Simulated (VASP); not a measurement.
A run of VASP 6.6.1 is set up as follows.

File INCAR:

```
  ALGO = Normal
  EDIFF = 1E-7
  ENCUT = 520
  GGA = PS
  ISIF = 2
  ISMEAR = 0
  ISPIN = 2
  LASPH = True
  LCHARG = False
  LMAXMIX = 4
  LORBIT = 11
  LREAL = False
  LWAVE = False
  MAGMOM = 1.8 1.8
  NBANDS = 20
  NELM = 150
  PREC = Accurate
  SIGMA = 0.15
```

The input KPOINTS:

```
k-points
0
Gamma
  30 30 16
```

The input POSCAR:

```
Co
1.0
    2.4167956614      0.0000000000      0.0000000000
   -1.2083978307      2.0930064385      0.0000000000
    0.0000000000      0.0000000000      4.1006485964
Co
2
Direct
    0.3333333333      0.6666666667      0.2500000000
    0.6666666667      0.3333333333      0.7500000000
```

Potentials or basis: VASP PAW PBE potentials, release 64 (Co).

Command:

```console
$ cat potpaw_PBE.64/Co/POTCAR > POTCAR
$ mpirun -np 1 vasp_std > vasp.out
```

Predict the site moments.

Co +1.59 μB.

What does it give for the pressure?

-0.1 GPa.

What does it give for the net moment?

3.16 μB per cell.

Stress tensor (GPa, compression positive):
```
  5.33   0.00   0.00
  0.00   5.33   0.00
  0.00   0.00 -10.89
```

Caveat: the PAW data sets were made with another functional, which shifts forces and pressure a little.
